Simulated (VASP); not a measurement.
# Ti8HAu8 (a cell with a defect) in VASP: single point with PBEsol

Aim: the single point of Ti8HAu8 (a cell with a defect) with PBEsol.

All numbers are computed with VASP 6.6.1; they aren't measurements. Logs are shortened: lines on timing, memory, paths and dates and some standing lists are left out, and cuts for length are marked.

## 1. The cell of the first run

The cell holds a defect, 17 atoms: a = 6.645 Å, b = 6.645 Å, c = 6.103 Å, α = 90.00°, β = 90.00°, γ = 90.00°.

## 2. Single point, PBEsol

The input, INCAR:

```
PREC = Accurate
ENCUT = 400
EDIFF = 1E-6
ISMEAR = -1
SIGMA = 0.002
LREAL = F
LASPH = T
NELM = 120
ALGO = Normal
ISIF = 2
LWAVE = F
LCHARG = F
GGA = PS
NBANDS = 106
GGA_COMPAT = F
```

The input, KPOINTS:

```
Automatic mesh
0
Gamma
  2 2 2
```

The input, POSCAR:

```
Ti8HAu8
1.0
    6.6445240000      0.0000000000      0.0000000000
    0.0000000000      6.6445240000      0.0000000000
    0.0000000000      0.0000000000      6.1029220000
Ti Au H
8 8 1
Direct
   -0.0120851396      0.2400322431      0.8444807258
    0.2484903358     -0.0012340989      0.1360495841
    0.0083978928      0.7600694948      0.8999459603
    0.2581975774      0.5371340370      0.1035241807
    0.4969957216      0.2767843114      0.8725328621
    0.7970473129      0.0539391535      0.1311830628
    0.5150858060      0.7488271545      0.8713694850
    0.7612734938      0.4689726457      0.0943482483
    0.0223341807      0.2701472671      0.3711336963
    0.1932869834     -0.0502368567      0.6457726315
   -0.0117540399      0.7364560652      0.3552888272
    0.2326125995      0.5031662163      0.6406930975
    0.4570681060      0.2674382695      0.3346102080
    0.7824337755      0.0049664957      0.6472145638
    0.5161543551      0.7507385029      0.3425080642
    0.7483606049      0.5108116097      0.6295836650
    0.5602357671      0.0499509069      0.0127316063
```

Potentials or basis: VASP PAW PBE potentials, release 64 (Ti_sv, Au, H).

Command:

```
cat potpaw_PBE.64/Ti_sv/POTCAR potpaw_PBE.64/Au/POTCAR potpaw_PBE.64/H/POTCAR > POTCAR
mpirun -np 1 vasp_std > vasp.out
```

OUTCAR:

```text
PREC = Accurate
   ENCUT = 400
   EDIFF = 1E-6
   ISMEAR = -1
   LREAL = F
   LASPH = T
   NELM = 120
   ISIF = 2
   GGA = PS

 ion  position               nearest neighbor table
   1  0.988  0.240  0.844-  14 2.40   6 2.49   8 2.63  10 2.66  12 2.69  16 2.74   9 2.90   9 3.23

   2  0.248  0.999  0.136-  13 2.56   3 2.67  15 2.73   9 2.75  11 2.80   7 2.92  10 3.03  10 3.15

   3  0.008  0.760  0.900-  10 2.35   4 2.55   2 2.67  14 2.70  12 2.76  11 2.79   6 2.79   8 2.80
                            16 2.91
   4  0.258  0.537  0.104-   3 2.55   7 2.63  13 2.64  15 2.66  11 2.71   5 2.74  12 2.84   9 2.88

   5  0.497  0.277  0.873-  17 1.78   8 2.56  12 2.71  16 2.72   4 2.74  13 2.83  14 2.96
   6  0.797  0.054  0.131-  17 1.73   1 2.49   9 2.54   8 2.78   3 2.79  11 2.82  13 2.94  14 2.97
                            15 3.03  14 3.17
   7  0.515  0.749  0.871-   4 2.63  16 2.66  14 2.81   8 2.83  12 2.86  10 2.87  15 2.88   2 2.92
                            15 3.23
   8  0.761  0.469  0.094-   5 2.56   1 2.63   9 2.76   6 2.78   3 2.80  11 2.82   7 2.83  13 2.83
                            16 2.85  15 2.91
   9  0.022  0.270  0.371-   6 2.54  12 2.66   2 2.75   8 2.76   4 2.88  16 2.89  13 2.90   1 2.90
                            14 2.91  10 2.94  11 3.11   1 3.23  11 3.55
  10  0.193  0.950  0.646-   3 2.35  11 2.65   1 2.66  14 2.75   7 2.87   9 2.94  12 2.98   2 3.03
                            15 3.13   2 3.15  13 3.34
  11  0.988  0.736  0.355-  10 2.65   4 2.71  16 2.76   3 2.79   2 2.80   6 2.82   8 2.82  12 2.84
                            14 2.87   9 3.11  15 3.14  15 3.51   9 3.55
  12  0.233  0.503  0.641-   9 2.66   1 2.69   5 2.71   3 2.76   4 2.84  11 2.84  13 2.86   7 2.86
                            10 2.98  15 3.09  16 3.22  16 3.43
  13  0.457  0.267  0.335-   2 2.56   4 2.64   5 2.83   8 2.83  12 2.86   9 2.90   6 2.94  16 3.10
                            15 3.24  10 3.34  14 3.37  15 3.46
  14  0.782  0.005  0.647-   1 2.40   3 2.70  10 2.75   7 2.81  11 2.87   9 2.91   5 2.96   6 2.97
                            15 3.07   6 3.17  16 3.29  13 3.37  16 3.37
  15  0.516  0.751  0.343-   4 2.66   2 2.73  16 2.83   7 2.88   8 2.91   6 3.03  14 3.07  12 3.09
                            10 3.13  11 3.14   7 3.23  13 3.24  13 3.46  11 3.51
  16  0.748  0.511  0.630-   7 2.66   5 2.72   1 2.74  11 2.76  15 2.83   8 2.85   9 2.89   3 2.91
                            13 3.10  12 3.22  14 3.29  14 3.37  12 3.43
  17  0.560  0.050  0.013-   6 1.73   5 1.78

  LATTYP: Found a simple tetragonal cell.
 ALAT       =     6.6445240000
 C/A-ratio  =     0.9184889693

  Lattice vectors:

 A1 = (   6.6445240000,   0.0000000000,   0.0000000000)
 A2 = (   0.0000000000,   6.6445240000,   0.0000000000)
 A3 = (   0.0000000000,   0.0000000000,   6.1029220000)

Analysis of symmetry for initial positions (statically):
=====================================================================
 Subroutine PRICEL returns:
 Original cell was already a primitive cell.

 Routine SETGRP: Setting up the symmetry group for a
 simple tetragonal supercell.

 Subroutine GETGRP returns: Found  1 space group operations
 (whereof  1 operations were pure point group operations)
 out of a pool of 16 trial point group operations.

The static configuration has the point symmetry C_1 .

Analysis of symmetry for dynamics (positions and initial velocities):
=====================================================================
 Subroutine PRICEL returns:
 Original cell was already a primitive cell.

 Routine SETGRP: Setting up the symmetry group for a
 simple tetragonal supercell.

 Subroutine GETGRP returns: Found  1 space group operations
 (whereof  1 operations were pure point group operations)
 out of a pool of 16 trial point group operations.

The dynamic configuration has the point symmetry C_1 .

 Subroutine INISYM returns: Found  1 space group operations
 (whereof  1 operations are pure point group operations),
 and found     1 'primitive' translations

----------------------------------------------------------------------------------------

                                     Primitive cell

  volume of cell :     269.4422

  direct lattice vectors                    reciprocal lattice vectors
     6.644524000  0.000000000  0.000000000     0.150499870  0.000000000  0.000000000
     0.000000000  6.644524000  0.000000000     0.000000000  0.150499870  0.000000000
     0.000000000  0.000000000  6.102922000     0.000000000  0.000000000  0.163855937

  length of vectors
     6.644524000  6.644524000  6.102922000     0.150499870  0.150499870  0.163855937

  position of ions in fractional coordinates (direct lattice)
     0.987914860  0.240032243  0.844480726
     0.248490336  0.998765901  0.136049584
     0.008397893  0.760069495  0.899945960
     0.258197577  0.537134037  0.103524181
     0.496995722  0.276784311  0.872532862
     0.797047313  0.053939153  0.131183063
[... 9 lines left out ...]
     0.748360605  0.510811610  0.629583665
     0.560235767  0.049950907  0.012731606

  ion indices of the primitive-cell ions
   primitive index   ion index
                 1           1
                 2           2
                 3           3
                 4           4
                 5           5
                 6           6
[... 9 lines left out ...]
                16          16
                17          17

----------------------------------------------------------------------------------------

 KPOINTS: Automatic mesh

Automatic generation of k-mesh.
 Grid dimensions read from file:
 generate k-points for:    2    2    2

 Generating k-lattice:

  Cartesian coordinates                     Fractional coordinates (reciprocal lattice)
     0.075249935  0.000000000  0.000000000     0.500000000  0.000000000  0.000000000
     0.000000000  0.075249935  0.000000000     0.000000000  0.500000000  0.000000000
     0.000000000  0.000000000  0.081927968     0.000000000  0.000000000  0.500000000

  Length of vectors
     0.075249935  0.075249935  0.081927968

  Shift w.r.t. Gamma in fractional coordinates (k-lattice)
     0.000000000  0.000000000  0.000000000

 Subroutine IBZKPT returns following result:
 ===========================================

 Found      8 irreducible k-points:

 Following reciprocal coordinates:
            Coordinates               Weight
  0.000000  0.000000  0.000000      1.000000
  0.500000  0.000000  0.000000      1.000000
  0.000000  0.500000  0.000000      1.000000
  0.500000  0.500000  0.000000      1.000000
  0.000000  0.000000  0.500000      1.000000
  0.500000  0.000000  0.500000      1.000000
  0.000000  0.500000  0.500000      1.000000
  0.500000  0.500000  0.500000      1.000000
   k-points           NKPTS =      8   k-points in BZ     NKDIM =      8   number of bands    NBANDS=    106
   number of dos      NEDOS =    301   number of ions     NIONS =     17
   total plane-waves  NPLWV =  92160
   dimension x,y,z NGX =    48 NGY =   48 NGZ =   40
   dimension x,y,z NGXF=    96 NGYF=   96 NGZF=   80
   ions per type =               8   8   1
   NGX,Y,Z   is equivalent  to a cutoff of  12.01, 12.01, 10.90 a.u.
   NGXF,Y,Z  is equivalent  to a cutoff of  24.02, 24.02, 21.79 a.u.
 SYSTEM =  unknown system
   PREC   = accura    normal or accurate (medium, high low for compatibility)
   ISTART =      0    job   : 0-new  1-cont  2-samecut
   ICHARG =      2    charge: 1-file 2-atom 10-const
   ISPIN  =      1    spin polarized calculation?
   LNONCOLLINEAR =      F non collinear calculations
   LSORBIT =      F    spin-orbit coupling
   LASPH  =      T    aspherical Exc in radial PAW
   ENCUT  =  400.0 eV  29.40 Ry    5.42 a.u.  10.84 10.84  9.95*2*pi/ulx,y,z
   NELM   =    120;   NELMIN=  2; NELMDL= -5     # of ELM steps
   EDIFF  = 0.1E-05   stopping-criterion for ELM
   LREAL  =      F    real-space projection
   EDIFFG = 0.1E-04   stopping-criterion for IOM
   NSW    =      0    number of steps for IOM
   IBRION =     -1    ionic relax: 0-MD 1-quasi-New 2-CG
   NFREE  =      0    steps in history (QN), initial steepest desc. (CG)
   ISIF   =      2    stress and relaxation
   ISYM   =      2    0-nonsym 1-usesym 2-fastsym
   POTIM  = 0.5000    time-step for ionic-motion
   TEBEG  =    0.0;   TEEND  =   0.0 temperature during run
   PSTRESS=    0.0 pullay stress
   NELECT =     185.0000    total number of electrons
   NUPDOWN=      -1.0000    fix difference up-down
   EMIN   =  10.00;   EMAX   =-10.00  energy-range for DOS
   EFERMI =   0.00;   METHOD = LEGACY
   ISMEAR =    -1;   SIGMA  =   0.00  broadening in eV -4-tet -1-fermi 0-gaus
   EFERMI_NEDOS =   21; number of points for ismear=-14 and -15
   IALGO  =     38    algorithm
   IMIX   =      4    mixing-type and parameters
     AMIX     =   0.40;   BMIX     =  1.00
     AMIX_MAG =   1.60;   BMIX_MAG =  1.00
  volume/ion in A,a.u.               =      15.85       106.96
  Fermi-wavevector in a.u.,A,eV,Ry     =   1.444254  2.729244 28.379975  2.085869
  Thomas-Fermi vector in A             =   2.562570
   LORBIT       =      0    0 simple, 1 ext, 2 COOP (PROOUT), +10 PAW based schemes
   GGA     = PS    functional components
   LHFCALC =     F    Hartree Fock is set to
   AEXX    =    0.0000 exact exchange contribution
   IVDW    =     0    specifies the selected vdW correction
   LEPSILON=     F    determine dielectric tensor
   LRPA    =     F    only Hartree local field effects (RPA)
 non-spin polarized calculation
  energy-cutoff  :      400.00
  volume of cell :      269.44
 maximum number of plane-waves:      4932
 NGX is ok and might be reduce to    48
   NGX = 21   NGY = 21   NGZ = 19

 number of electron     185.0000019 magnetization

 Free energy of the ion-electron system (eV)
  ---------------------------------------------------
  ext. energy  EPLUGINS =         0.00000000
  ---------------------------------------------------
  free energy    TOTEN  =      -105.62364562 eV

  energy without entropy =     -105.62296012  energy(sigma->0) =     -105.62330287

 E-fermi :   9.2569     XC(G=0): -12.3828

 val. band max:        9.2564258000   @ k =   0.0000   0.5000   0.5000
 cond. band min:       9.2574186763   @ k =   0.0000   0.0000   0.5000
 fundamental gap:      0.0009928763
 Fermi energy:         9.2569222381

 k-point     1 :       0.0000    0.0000    0.0000
  band No.  band energies     occupation
      1     -47.6866      2.00000
      2     -47.6439      2.00000
      3     -47.5240      2.00000
      4     -47.4462      2.00000
      5     -47.4000      2.00000
      6     -47.3251      2.00000
[... 96 lines left out ...]
    103      10.7593      0.00000
    104      10.8148      0.00000

 k-point     2 :       0.5000    0.0000    0.0000
  band No.  band energies     occupation
      1     -47.6858      2.00000
      2     -47.6442      2.00000
      3     -47.5232      2.00000
      4     -47.4493      2.00000
      5     -47.3991      2.00000
      6     -47.3254      2.00000
[... 634 lines left out ...]
 k-point     8 :       0.5000    0.5000    0.5000
  band No.  band energies     occupation
      1     -47.6851      2.00000
      2     -47.6445      2.00000
      3     -47.5238      2.00000
      4     -47.4446      2.00000
      5     -47.4053      2.00000
      6     -47.3259      2.00000
[... 96 lines left out ...]
    103      10.3984      0.00000
    104      10.5632      0.00000
 [bands above 104 left out]

------------------------ aborting loop because EDIFF is reached ----------------------------------------

  FORCE on cell =-STRESS in cart. coord.  units (eV):
  Direction    XX          YY          ZZ          XY          YZ          ZX
  --------------------------------------------------------------------------------------
  -------------------------------------------------------------------------------------
  Total        4.0918155      4.8386815      6.6679021      3.0126805      0.3832132      0.8892702
  in kB       24.3310615     28.7721322     39.6491816     17.9142277      2.2786912      5.2878452
  external PRESSURE =      30.9174585 kB  Pullay stress =       0.0000000 kB

 VOLUME and BASIS-vectors are now :
 -----------------------------------------------------------------------------
  energy-cutoff  :      400.00
  volume of cell :      269.44
      direct lattice vectors                 reciprocal lattice vectors
     6.644524000  0.000000000  0.000000000     0.150499870  0.000000000  0.000000000
     0.000000000  6.644524000  0.000000000     0.000000000  0.150499870  0.000000000
     0.000000000  0.000000000  6.102922000     0.000000000  0.000000000  0.163855937

 POSITION                                       TOTAL-FORCE (eV/Angst)
 -----------------------------------------------------------------------------------
      6.56422      1.59490      5.15380         2.287920      1.775677      0.538809
      1.65110      6.63632      0.83030         0.148152     -0.023919     -0.104734
      0.05580      5.05030      5.49230        -1.850749     -1.417814     -0.463651
      1.71560      3.56900      0.63180        -0.435839     -1.485227      1.677759
      3.30230      1.83910      5.32500        -0.236390     -0.920879     -1.985586
      5.29600      0.35840      0.80060        -1.434557     -1.904226      1.471737
[... 9 lines left out ...]
      4.97250      3.39410      3.84230        -0.216379     -0.362872      0.124315
      3.72250      0.33190      0.07770        -1.437720     -1.028226     -0.361120
 -----------------------------------------------------------------------------------
    total drift:                               -0.000189      0.000231      0.000590

  FREE ENERGIE OF THE ION-ELECTRON SYSTEM (eV)
  ---------------------------------------------------
  free  energy   TOTEN  =      -105.6236456211 eV

  energy  without entropy=     -105.6229601166  energy(sigma->0) =     -105.62330287
```

It took 9 min on 1 thread of Intel Xeon 8259CL, shared host; peak memory 0.36 GiB.

What came out:

```yaml
Free_energy: -105.6236 eV
Pressure: 3.1 GPa
Largest_force: 4.493 eV/Å
Band_gap_on_the_k_mesh: zero (an odd number of electrons rules out a gap without spin polarisation)
```

Forces on the atoms (eV/Å):
```
Ti   2.288  1.776  0.539
Ti   0.148 -0.024 -0.105
Ti  -1.851 -1.418 -0.464
Ti  -0.436 -1.485  1.678
Ti  -0.236 -0.921 -1.986
Ti  -1.435 -1.904  1.472
Ti   0.135  1.051 -0.922
Ti  -0.313  1.879  1.956
Au  -0.205 -0.084 -0.462
Au   3.813  2.117 -1.079
Au  -0.385 -0.053 -1.104
Au   1.146  0.681  0.462
Au   1.355  0.142  1.221
Au  -2.606 -0.756 -1.379
Au   0.235  0.390  0.409
Au  -0.216 -0.363  0.124
H   -1.438 -1.028 -0.361
```

Levels at points of the mesh, in eV from the Fermi level:
```csv
k point,band 88,band 89,band 90,band 91,band 92,band 93,band 94,band 95,band 96,band 97
"(0.00, 0.00, 0.00)",-0.88,-0.72,-0.16,-0.07,0.09,0.14,0.21,0.31,0.37,0.42
"(0.50, 0.00, 0.00)",-0.64,-0.49,-0.41,-0.34,-0.21,0.26,0.49,0.51,0.57,0.68
"(0.00, 0.50, 0.00)",-0.72,-0.39,-0.27,-0.26,-0.15,0.26,0.30,0.39,0.51,0.63
"(0.50, 0.50, 0.00)",-0.55,-0.40,-0.37,-0.23,-0.18,0.12,0.24,0.29,0.34,0.44
"(0.00, 0.00, 0.50)",-1.11,-1.04,-0.60,-0.28,-0.18,-0.08,0.00,0.16,0.27,0.46
"(0.50, 0.00, 0.50)",-0.89,-0.77,-0.63,-0.53,-0.48,-0.19,-0.12,0.27,0.34,0.61
"(0.00, 0.50, 0.50)",-0.92,-0.84,-0.66,-0.56,-0.29,-0.20,0.00,0.19,0.22,0.41
"(0.50, 0.50, 0.50)",-0.68,-0.54,-0.40,-0.37,-0.27,0.13,0.31,0.42,0.52,0.58
```

Caveat: the k points lie up to 0.51 Å⁻¹ apart, too coarse for converged energies and pressures of a metal; the atoms stand as in a frame of molecular dynamics; the PAW data sets were made with another functional, which shifts forces and pressure a little; spin-orbit coupling is left out, which moves the levels of the heavy elements.
